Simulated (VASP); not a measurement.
# MoS2 (R3m) in VASP: notebook, part 2 of 2

VASP 6.6.1. The steps go on from the part before.

## Step 3: Single point, PBEsol

This run uses another cell than the first one, of 17.92 Å³/atom.

File INCAR:

```
ALGO     = Normal         # electronic algorithm
EDIFF    = 1E-7           # SCF threshold, eV
ENCUT    = 520            # plane-wave cutoff, eV
GGA      = PS             # functional
ISIF     = 2              # what is computed and relaxed
ISMEAR   = 0              # smearing method
LASPH    = T              # aspherical terms in the spheres
LCHARG   = F              # write CHGCAR
LREAL    = F              # projectors in reciprocal space
LWAVE    = F              # write WAVECAR
NBANDS   = 49             # bands
NELM     = 60             # most SCF steps
PREC     = Accurate       # precision mode
SIGMA    = 0.02           # smearing width, eV
```

File KPOINTS:

```
k-points
0
Gamma
  12 12 2
```

File POSCAR:

```
MoS2
1.0
    3.1430697428      0.0000000000      0.0000000000
   -1.5715348714      2.7219782431      0.0000000000
    0.0000000000      0.0000000000     18.8551778668
Mo S
3 6
Direct
    0.0000000000      0.0000000000      0.0002317094
    0.6666666667      0.3333333333      0.3335650427
    0.3333333333      0.6666666667      0.6668983760
    0.3333333333      0.6666666667      0.2509161712
    0.6666666667      0.3333333333      0.0828511194
    0.0000000000      0.0000000000      0.5842495045
    0.3333333333      0.6666666667      0.4161844528
    0.6666666667      0.3333333333      0.9175828379
    0.0000000000      0.0000000000      0.7495177861
```

Potentials or basis: VASP PAW PBE potentials, release 64 (Mo_sv, S).

Command:

```console
> cat potpaw_PBE.64/Mo_sv/POTCAR potpaw_PBE.64/S/POTCAR > POTCAR
> mpirun -np 1 vasp_std > vasp.out
```

OUTCAR:

```text
EDIFF = 1E-7
   ENCUT = 520
   GGA = PS
   ISIF = 2
   ISMEAR = 0
   LASPH = T
   LREAL = F
   NELM = 60
   PREC = Accurate

 ion  position               nearest neighbor table
   1  0.000  0.000  0.000-   5 2.39   5 2.39   5 2.39   8 2.39   8 2.39   8 2.39
   2  0.667  0.333  0.334-   7 2.39   7 2.39   7 2.39   4 2.39   4 2.39   4 2.39
   3  0.333  0.667  0.667-   9 2.39   9 2.39   9 2.39   6 2.39   6 2.39   6 2.39
   4  0.333  0.667  0.251-   2 2.39   2 2.39   2 2.39
   5  0.667  0.333  0.083-   1 2.39   1 2.39   1 2.39
   6  0.000  0.000  0.584-   3 2.39   3 2.39   3 2.39
[... 1477 lines left out ...]
  in kB       -0.0019126     -0.0019126     -0.2819989      0.0000000     -0.0000000     -0.0000000
  external PRESSURE =      -0.0952747 kB  Pullay stress =       0.0000000 kB

 VOLUME and BASIS-vectors are now :
 -----------------------------------------------------------------------------
  energy-cutoff  :      520.00
  volume of cell :      161.31
      direct lattice vectors                 reciprocal lattice vectors
     3.143069743  0.000000000  0.000000000     0.318160296  0.183689933  0.000000000
    -1.571534871  2.721978243  0.000000000     0.000000000  0.367379865  0.000000000
     0.000000000  0.000000000 18.855177867     0.000000000  0.000000000  0.053035830

 POSITION                                       TOTAL-FORCE (eV/Angst)
 -----------------------------------------------------------------------------------
      0.00000      0.00000      0.00437         0.000000      0.000000     -0.000271
      1.57153      0.90733      6.28943         0.000000      0.000000     -0.000271
     -0.00000      1.81465     12.57449        -0.000000     -0.000000     -0.000271
     -0.00000      1.81465      4.73107        -0.000000      0.000000     -0.001635
      1.57153      0.90733      1.56217        -0.000000     -0.000000      0.001906
      0.00000      0.00000     11.01613        -0.000000     -0.000000     -0.001635
     -0.00000      1.81465      7.84723         0.000000     -0.000000      0.001906
      1.57153      0.90733     17.30119        -0.000000      0.000000     -0.001635
      0.00000      0.00000     14.13229        -0.000000     -0.000000      0.001906
 -----------------------------------------------------------------------------------
    total drift:                                0.000000      0.000000      0.000360

  FREE ENERGIE OF THE ION-ELECTRON SYSTEM (eV)
  ---------------------------------------------------
  free  energy   TOTEN  =       -70.3513730609 eV

  energy  without entropy=      -70.3513730609  energy(sigma->0) =      -70.35137306
```

OSZICAR:

```text
N       E                     dE             d eps       ncg     rms          rms(c)
DAV:   1     0.685176115849E+03    0.68518E+03   -0.42303E+04  4044   0.151E+03
DAV:   2    -0.321880526134E+02   -0.71736E+03   -0.69227E+03  4450   0.392E+02
DAV:   3    -0.736436546843E+02   -0.41456E+02   -0.40735E+02  4627   0.836E+01
DAV:   4    -0.746616579678E+02   -0.10180E+01   -0.10127E+01  4621   0.128E+01
DAV:   5    -0.746864705622E+02   -0.24813E-01   -0.24793E-01  4714   0.196E+00    0.450E+01
DAV:   6    -0.714029891936E+02    0.32835E+01   -0.22965E+01  4047   0.233E+01    0.156E+01
DAV:   7    -0.709415253324E+02    0.46146E+00   -0.10066E+01  4102   0.150E+01    0.103E+01
DAV:   8    -0.703484918475E+02    0.59303E+00   -0.19809E+00  4271   0.705E+00    0.358E+00
DAV:   9    -0.703687308563E+02   -0.20239E-01   -0.22063E-01  4821   0.186E+00    0.178E+00
DAV:  10    -0.703513591377E+02    0.17372E-01   -0.80631E-02  4345   0.148E+00    0.461E-01
DAV:  11    -0.703515082752E+02   -0.14914E-03   -0.43336E-03  4607   0.315E-01    0.189E-01
DAV:  12    -0.703513947123E+02    0.11356E-03   -0.35948E-04  4380   0.825E-02    0.119E-01
DAV:  13    -0.703513726896E+02    0.22023E-04   -0.35098E-04  4668   0.804E-02    0.307E-02
DAV:  14    -0.703513724810E+02    0.20859E-06   -0.27853E-05  4316   0.264E-02    0.337E-02
DAV:  15    -0.703513737067E+02   -0.12257E-05   -0.38594E-06  4567   0.729E-03    0.118E-02
DAV:  16    -0.703513729916E+02    0.71518E-06   -0.24131E-06  4680   0.786E-03    0.354E-03
DAV:  17    -0.703513730609E+02   -0.69291E-07   -0.21402E-07  3401   0.190E-03
   1 F= -.70351373E+02 E0= -.70351373E+02  d E =-.551741E-20
```

Wall time 3.2 min (1 thread of Intel Xeon 6975P-C (Granite Rapids), shared host); peak memory 0.38 GiB.

Results:

```
Free energy            : -70.3514 eV
Pressure               : 0.0 GPa
Band gap on the k mesh : 1.02 eV
```

Levels at points of the mesh, in eV from the valence-band top:
```tsv
k point	band 35	band 36	band 37	band 38	band 39	band 40	band 41	band 42	band 43	band 44
(0.00, 0.00, 0.00)	-2.07	-1.32	-1.15	-0.13	-0.13	2.24	2.24	2.29	2.29	2.29
(0.50, 0.00, 0.00)	-1.47	-1.47	-1.31	-1.31	-1.20	1.78	1.80	1.80	2.26	2.26
(0.00, 0.00, 0.50)	-2.06	-2.06	-0.54	-0.54	0.00	2.26	2.26	2.26	2.26	2.31
(0.50, 0.00, 0.50)	-1.54	-1.43	-1.37	-1.23	-1.23	1.79	1.79	1.82	2.21	2.33
```

Caveat: the PAW data sets were made with another functional, which shifts forces and pressure a little; this functional lacks dispersion, which binds layers or chains, so the pressure and a relaxed spacing across them are unreliable. A k mesh can miss the band edges.
